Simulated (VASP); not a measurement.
AgBr:

```
Ag Br
1.0
     0.00000    2.81156    2.81156
     2.81156    0.00000    2.81156
     2.81156    2.81156    0.00000
Ag Br
1 1
Direct
  0.00000 0.00000 0.00000
  0.50000 0.50000 0.50000
```

Base run:

```yaml
Program: VASP 6.6.1
Functional: BLYP
Potentials_or_basis: VASP PAW PBE potentials, release 64 (Ag, Br)
Cutoff: 500 eV
k_mesh: 8 × 8 × 8
Occupations: fermi-dirac, width 0.05 eV
Spin: no spin polarisation
```

Its results: band gap on the k mesh 0.76 eV, indirect (least direct gap 2.89 eV); pressure 10.6 GPa.

Q: After a change of settings the same cell gave: band gap on the k mesh 0.67 eV, indirect (least direct gap 2.83 eV); pressure 6.0 GPa. Which change was it?
A. functional from BLYP to PBE; dispersion from none to D3(BJ)
B. functional from BLYP to SVWN5
C. functional from BLYP to RPBE; dispersion from none to D4
D. functional from BLYP to PBE

A: D.

PBE binds more tightly than BLYP, so the same cell stands under less pressure.

Caveats: the PAW data sets were made with another functional, which shifts forces and pressure a little (some runs).
